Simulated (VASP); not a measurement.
# Au (Im-3m) in VASP: notebook, part 2 of 2

VASP 6.6.1.

### 4 Single point, r2SCAN

This run uses another cell than the first one, of 18.12 Å³/atom, 0.995 times its volume.

POSCAR reads:

```
Au
1.0
   -1.6545032670      1.6545032670      1.6545032670
    1.6545032670     -1.6545032670      1.6545032670
    1.6545032670      1.6545032670     -1.6545032670
Au
1
Direct
    0.0000000000      0.0000000000      0.0000000000
```

INCAR.step1 reads:

```
PREC = Accurate
ENCUT = 550
ISMEAR = -1
SIGMA = 0.1
LREAL = False
LASPH = True
NELM = 120
NBANDS = 12
GGA = PE
ALGO = Normal
EDIFF = 1E-5
LWAVE = True
LCHARG = False
GGA_COMPAT = False
```

INCAR.step2 reads:

```
PREC = Accurate
ENCUT = 550
EDIFF = 1E-6
ISMEAR = -1
SIGMA = 0.1
LREAL = False
LASPH = True
NELM = 120
ALGO = Normal
ISIF = 2
LWAVE = False
LCHARG = True
METAGGA = R2SCAN
LMIXTAU = True
LELF = True
LVHAR = True
NBANDS = 12
ISTART = 1
GGA_COMPAT = False
```

KPOINTS reads:

```
Automatic mesh
0
Gamma
  8 8 8
```

Potentials or basis: VASP PAW PBE potentials, release 64 (Au).

Started as:

```console
cat potpaw_PBE.64/Au/POTCAR > POTCAR
cp INCAR.step1 INCAR
mpirun -np 1 vasp_std > vasp.out
cp INCAR.step2 INCAR
mpirun -np 1 vasp_std > vasp.out
```

OUTCAR:

```text
PREC = Accurate
   ENCUT = 550
   EDIFF = 1E-6
   ISMEAR = -1
   LREAL = False
   LASPH = True
   NELM = 120
   ISIF = 2
   METAGGA = R2SCAN
   ISTART = 1

 ion  position               nearest neighbor table
   1  0.000  0.000  0.000-

  LATTYP: Found a body centered cubic cell.
 ALAT       =     3.3090065340

  Lattice vectors:

 A1 = (  -1.6545032670,   1.6545032670,   1.6545032670)
 A2 = (   1.6545032670,  -1.6545032670,   1.6545032670)
 A3 = (   1.6545032670,   1.6545032670,  -1.6545032670)

Analysis of symmetry for initial positions (statically):
=====================================================================
 Subroutine PRICEL returns:
 Original cell was already a primitive cell.

 Routine SETGRP: Setting up the symmetry group for a
 body centered cubic supercell.

 Subroutine GETGRP returns: Found 48 space group operations
 (whereof 48 operations were pure point group operations)
 out of a pool of 48 trial point group operations.

The static configuration has the point symmetry O_h .

Analysis of symmetry for dynamics (positions and initial velocities):
=====================================================================
 Subroutine PRICEL returns:
 Original cell was already a primitive cell.

 Routine SETGRP: Setting up the symmetry group for a
 body centered cubic supercell.

 Subroutine GETGRP returns: Found 48 space group operations
 (whereof 48 operations were pure point group operations)
 out of a pool of 48 trial point group operations.

The dynamic configuration has the point symmetry O_h .

 Subroutine INISYM returns: Found 48 space group operations
 (whereof 48 operations are pure point group operations),
 and found     1 'primitive' translations

----------------------------------------------------------------------------------------

                                     Primitive cell

  volume of cell :      18.1160

  direct lattice vectors                    reciprocal lattice vectors
    -1.654503267  1.654503267  1.654503267     0.000000000  0.302205508  0.302205508
     1.654503267 -1.654503267  1.654503267     0.302205508  0.000000000  0.302205508
     1.654503267  1.654503267 -1.654503267     0.302205508  0.302205508  0.000000000

  length of vectors
     2.865683720  2.865683720  2.865683720     0.427383128  0.427383128  0.427383128

  position of ions in fractional coordinates (direct lattice)
     0.000000000  0.000000000  0.000000000

  ion indices of the primitive-cell ions
   primitive index   ion index
                 1           1

----------------------------------------------------------------------------------------

 KPOINTS: Automatic mesh

Automatic generation of k-mesh.
 Grid dimensions read from file:
 generate k-points for:    8    8    8

 Generating k-lattice:

  Cartesian coordinates                     Fractional coordinates (reciprocal lattice)
     0.000000000  0.037775688  0.037775688     0.125000000  0.000000000  0.000000000
     0.037775688  0.000000000  0.037775688     0.000000000  0.125000000  0.000000000
     0.037775688  0.037775688  0.000000000     0.000000000  0.000000000  0.125000000

  Length of vectors
     0.053422891  0.053422891  0.053422891

  Shift w.r.t. Gamma in fractional coordinates (k-lattice)
     0.000000000  0.000000000  0.000000000

 Subroutine IBZKPT returns following result:
 ===========================================

 Found     29 irreducible k-points:

 Following reciprocal coordinates:
            Coordinates               Weight
  0.000000  0.000000  0.000000      1.000000
  0.125000  0.000000  0.000000     12.000000
  0.250000  0.000000  0.000000     12.000000
  0.375000  0.000000  0.000000     12.000000
  0.500000  0.000000  0.000000      6.000000
  0.125000  0.125000  0.000000     24.000000
[... 16 lines left out ...]
 -0.250000  0.250000  0.250000      6.000000
 -0.375000  0.375000  0.250000     24.000000
 [... further k-points ...]
   k-points           NKPTS =     29   k-points in BZ     NKDIM =     29   number of bands    NBANDS=     12
   number of dos      NEDOS =    301   number of ions     NIONS =      1
   total plane-waves  NPLWV =  13824
   dimension x,y,z NGX =    24 NGY =   24 NGZ =   24
   dimension x,y,z NGXF=    48 NGYF=   48 NGZF=   48
   ions per type =               1
   NGX,Y,Z   is equivalent  to a cutoff of  13.92, 13.92, 13.92 a.u.
   NGXF,Y,Z  is equivalent  to a cutoff of  27.85, 27.85, 27.85 a.u.
 SYSTEM =  unknown system
   PREC   = accura    normal or accurate (medium, high low for compatibility)
   ISTART =      1    job   : 0-new  1-cont  2-samecut
   ICHARG =      0    charge: 1-file 2-atom 10-const
   ISPIN  =      1    spin polarized calculation?
   LNONCOLLINEAR =      F non collinear calculations
   LSORBIT =      F    spin-orbit coupling
   LASPH  =      T    aspherical Exc in radial PAW
   ENCUT  =  550.0 eV  40.42 Ry    6.36 a.u.   5.48  5.48  5.48*2*pi/ulx,y,z
   NELM   =    120;   NELMIN=  2; NELMDL=  0     # of ELM steps
   EDIFF  = 0.1E-05   stopping-criterion for ELM
   LREAL  =      F    real-space projection
   EDIFFG = 0.1E-04   stopping-criterion for IOM
   NSW    =      0    number of steps for IOM
   IBRION =     -1    ionic relax: 0-MD 1-quasi-New 2-CG
   NFREE  =      0    steps in history (QN), initial steepest desc. (CG)
   ISIF   =      2    stress and relaxation
   ISYM   =      2    0-nonsym 1-usesym 2-fastsym
   POTIM  = 0.5000    time-step for ionic-motion
   TEBEG  =    0.0;   TEEND  =   0.0 temperature during run
   PSTRESS=    0.0 pullay stress
   NELECT =      11.0000    total number of electrons
   NUPDOWN=      -1.0000    fix difference up-down
   EMIN   =  10.00;   EMAX   =-10.00  energy-range for DOS
   EFERMI =   0.00;   METHOD = LEGACY
   ISMEAR =    -1;   SIGMA  =   0.10  broadening in eV -4-tet -1-fermi 0-gaus
   EFERMI_NEDOS =   21; number of points for ismear=-14 and -15
   IALGO  =     38    algorithm
   IMIX   =      4    mixing-type and parameters
     AMIX     =   0.40;   BMIX     =  1.00
     AMIX_MAG =   1.60;   BMIX_MAG =  1.00
  volume/ion in A,a.u.               =      18.12       122.25
  Fermi-wavevector in a.u.,A,eV,Ry     =   1.386282  2.619692 26.147356  1.921776
  Thomas-Fermi vector in A             =   2.510612
   LORBIT       =      0    0 simple, 1 ext, 2 COOP (PROOUT), +10 PAW based schemes
   METAGGA = R2SCAN    functional components
   LHFCALC =     F    Hartree Fock is set to
   AEXX    =    0.0000 exact exchange contribution
   IVDW    =     0    specifies the selected vdW correction
   LEPSILON=     F    determine dielectric tensor
   LRPA    =     F    only Hartree local field effects (RPA)
 non-spin polarized calculation
  energy-cutoff  :      550.00
  volume of cell :       18.12
 maximum number of plane-waves:       555
 NGX is ok and might be reduce to    24
   NGX = 11   NGY = 11   NGZ = 11

 number of electron      10.9999998 magnetization

 Free energy of the ion-electron system (eV)
  ---------------------------------------------------
  ext. energy  EPLUGINS =         0.00000000
  ---------------------------------------------------
  free energy    TOTEN  =       -50.53785923 eV

  energy without entropy =      -50.51585626  energy(sigma->0) =      -50.52685775

 E-fermi :   8.5248     XC(G=0): -13.1990

 val. band max:        8.2248012432   @ k =  -0.3750   0.3750   0.2500
 cond. band min:       8.5327855870   @ k =   0.2500   0.1250   0.1250
 fundamental gap:      0.3079843438
 Fermi energy:         8.5247676062

 k-point     1 :       0.0000    0.0000    0.0000
  band No.  band energies     occupation
      1      -1.0773      2.00000
      2       3.5185      2.00000
      3       3.5185      2.00000
      4       3.5185      2.00000
      5       5.3122      2.00000
      6       5.3122      2.00000
      7      25.7480      0.00000
      8      25.7480      0.00000
      9      25.7480      0.00000
     10      32.4756      0.00000
     11      32.4756      0.00000
     12      32.4756      0.00000
[... 331 lines left out ...]
 k-point    24 :      -0.3750    0.3750    0.2500
  band No.  band energies     occupation
      1       2.5369      2.00000
      2       2.9332      2.00000
      3       4.1579      2.00000
      4       4.6526      2.00000
      5       5.9264      2.00000
      6       8.2248      1.90512
      7      16.7879      0.00000
      8      19.7199      0.00000
      9      22.1244      0.00000
     10      25.3092      0.00000
     11      31.2069      0.00000
     12      34.0559      0.00000

 [... further k-points ...]

------------------------ aborting loop because EDIFF is reached ----------------------------------------

  FORCE on cell =-STRESS in cart. coord.  units (eV):
  Direction    XX          YY          ZZ          XY          YZ          ZX
  --------------------------------------------------------------------------------------
  -------------------------------------------------------------------------------------
  Total       -0.4366603     -0.4366603     -0.4366603      0.0000000     -0.0000000      0.0000000
  in kB      -38.6181432    -38.6181432    -38.6181432      0.0000000     -0.0000000      0.0000000
  external PRESSURE =     -38.6181432 kB  Pullay stress =       0.0000000 kB

 VOLUME and BASIS-vectors are now :
 -----------------------------------------------------------------------------
  energy-cutoff  :      550.00
  volume of cell :       18.12
      direct lattice vectors                 reciprocal lattice vectors
    -1.654503267  1.654503267  1.654503267     0.000000000  0.302205508  0.302205508
     1.654503267 -1.654503267  1.654503267     0.302205508  0.000000000  0.302205508
     1.654503267  1.654503267 -1.654503267     0.302205508  0.302205508  0.000000000

 POSITION                                       TOTAL-FORCE (eV/Angst)
 -----------------------------------------------------------------------------------
      0.00000      0.00000      0.00000         0.000000     -0.000000      0.000000
 -----------------------------------------------------------------------------------
    total drift:                                0.000000      0.000000      0.000000

  FREE ENERGIE OF THE ION-ELECTRON SYSTEM (eV)
  ---------------------------------------------------
  free  energy   TOTEN  =       -50.5378592321 eV

  energy  without entropy=      -50.5158562582  energy(sigma->0) =      -50.52685775
```

OUTCAR.step1:

```text
PREC = Accurate
   ENCUT = 550
   ISMEAR = -1
   LREAL = False
   LASPH = True
   NELM = 120
[... 575 lines left out ...]
 POSITION                                       TOTAL-FORCE (eV/Angst)
 -----------------------------------------------------------------------------------
      0.00000      0.00000      0.00000        -0.000000      0.000000      0.000000
 -----------------------------------------------------------------------------------
    total drift:                                0.000000      0.000000      0.000000

  FREE ENERGIE OF THE ION-ELECTRON SYSTEM (eV)
  ---------------------------------------------------
  free  energy   TOTEN  =        -3.1736088671 eV

  energy  without entropy=       -3.1512588104  energy(sigma->0) =       -3.16243384
```

It took 37 s on 1 thread of Intel Xeon Platinum 8488C (Sapphire Rapids), shared host; peak memory 0.15 GiB.

Results:

```
Free energy : -50.5379 eV
Pressure    : -3.9 GPa
```

Caveat: the PAW data sets were made with another functional, which shifts forces and pressure a little; spin-orbit coupling is left out, which moves the levels of the heavy elements.

### 5 The runs side by side

```csv
cell,gap on the mesh (eV),pressure (GPa)
"a = 2.870 Å, angles 109.5°, 1 atom",none,-4.5
"a = 2.875 Å, angles 109.5°, 1 atom",none,-5.1
"a = 2.866 Å, angles 109.5°, 1 atom",none,-3.9
```

Alike in all rows: task single point; level r2SCAN; potentials or basis VASP PAW PBE potentials, release 64 (Au); no spin polarisation; k mesh 8 × 8 × 8; cutoff (eV) 550; smearing fermi-dirac 0.1 eV.

Caveats: the PAW data sets were made with another functional, which shifts forces and pressure a little; spin-orbit coupling is left out, which moves the levels of the heavy elements.

Absolute energies hang on the potentials; compare differences alone.
